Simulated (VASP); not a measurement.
**WC: single point with PBE+D3(BJ)**

WC, a slab with vacuum:

```
W C
1.0
     5.69554    0.00000    0.00000
     0.00000    5.59454    0.00000
     0.00000    0.00000   17.11040
W C
8 8
Cartesian
  0.0000 0.0000 1.0000
  1.4087 -0.0592 3.5492
  0.0000 2.7973 1.0000
  1.4450 2.7149 3.6477
  2.8478 0.0000 1.0000
  4.2137 -0.0641 3.6604
  2.8478 2.7973 1.0000
  4.3693 2.7064 3.5758
  2.9155 1.3473 2.5744
  1.3849 1.1273 5.5669
  2.9014 4.2494 2.5855
  1.3483 4.1224 5.0203
  5.6995 1.2994 2.7988
  2.8843 1.2009 4.6799
  5.6736 4.1365 2.7303
  5.4843 4.0884 4.9885
```

```
Program                : VASP 6.6.1
Task                   : single point
Functional             : PBE
Dispersion             : D3(BJ)
Potentials or basis    : VASP PAW PBE potentials, release 64 (W_sv, C)
Cutoff                 : 520 eV
k mesh                 : 3 × 3 × 1
Occupations            : fermi-dirac, width 0.05 eV
Spin                   : no spin polarisation
Dipole correction      : no
Further INCAR settings : LREAL = Auto; ALGO = Normal; EDIFF = 1e-06; NBANDS = 86
```

```
Largest force              : 5.661 eV/Å
Band gap on the k mesh     : zero (bands 72 and 73 overlap by 0.40 eV)
Dispersion energy per atom : -0.263 eV
```

Forces on the atoms (eV/Å):
```
W   -0.155 -0.587  1.455
W   -0.304 -0.252  0.455
W   -0.061 -0.157  1.091
W    0.326 -0.163 -0.776
W    0.049 -0.030  0.364
W    1.433 -0.397 -1.697
W   -0.041 -0.086  1.436
W   -1.783  0.460 -0.426
C   -0.905  0.446 -0.092
C    4.030  0.472 -3.948
C    0.066 -1.381  1.195
C   -4.528  0.475  2.440
C   -0.690  0.468 -0.820
C   -2.362  0.787  2.822
C    0.859 -0.069 -2.527
C    4.065  0.012 -0.971
```

Levels at points of the mesh, in eV from the Fermi level:
```tsv
k point	band 68	band 69	band 70	band 71	band 72	band 73	band 74	band 75	band 76	band 77
(0.00, 0.00, 0.00)	-0.67	-0.46	-0.27	-0.13	0.32	0.51	0.62	0.67	0.89	1.39
```

Run time: 6.2 min on 1 thread of AMD EPYC 9R45 96-Core Processor (Zen 5), with other jobs on the host, peak memory 0.52 GiB.

Caveat: the k points lie up to 0.37 Å⁻¹ apart; there is no dipole correction, which matters where the two faces differ; spin-orbit coupling is left out, which moves the levels of the heavy elements.
